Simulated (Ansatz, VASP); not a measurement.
Cd2S3: VASP beside Ansatz

```
Cd S
1.0
     3.85833    0.00000    0.00000
    -1.92916    3.34141    0.00000
     0.00000    0.00000    8.27595
Cd S
2 3
Cartesian
  0.0000 2.2276 1.6571
  1.9292 1.1138 6.6189
  0.0000 0.0000 0.0000
  0.0000 2.2276 5.2548
  1.9292 1.1138 3.0211
```

Alike in both runs: functional PBE; k mesh 12 × 12 × 6; occupations gaussian, width 0.1 eV; no spin polarisation.

Ansatz relaxed the structure, and its values are those at the end. VASP's run is a single point on that final structure, the one shown.

|  | VASP | Ansatz |
| --- | --- | --- |
| version | VASP 6.6.1 | Ansatz 0.2.0 |
| potentials or method | VASP PAW PBE potentials, release 64 (Cd, S), cutoff 520 eV | scalar-relativistic, plane waves, PAW |
| valence electrons in the cell | 42 | 58 |

```csv
,VASP,Ansatz,Ansatz less VASP
gap on the k mesh at the Fermi level (eV),none,none,-
pressure (GPa),0.4,0.0,-0.36
rms of the force components (eV/Å),0.015,0.000,-0.0144
```

A gap of «none» marks a metal or a gap that the smearing closes. VASP's potentials hold 42 valence electrons a cell and Ansatz's 58, so a difference there can come from the potentials and not from the codes.
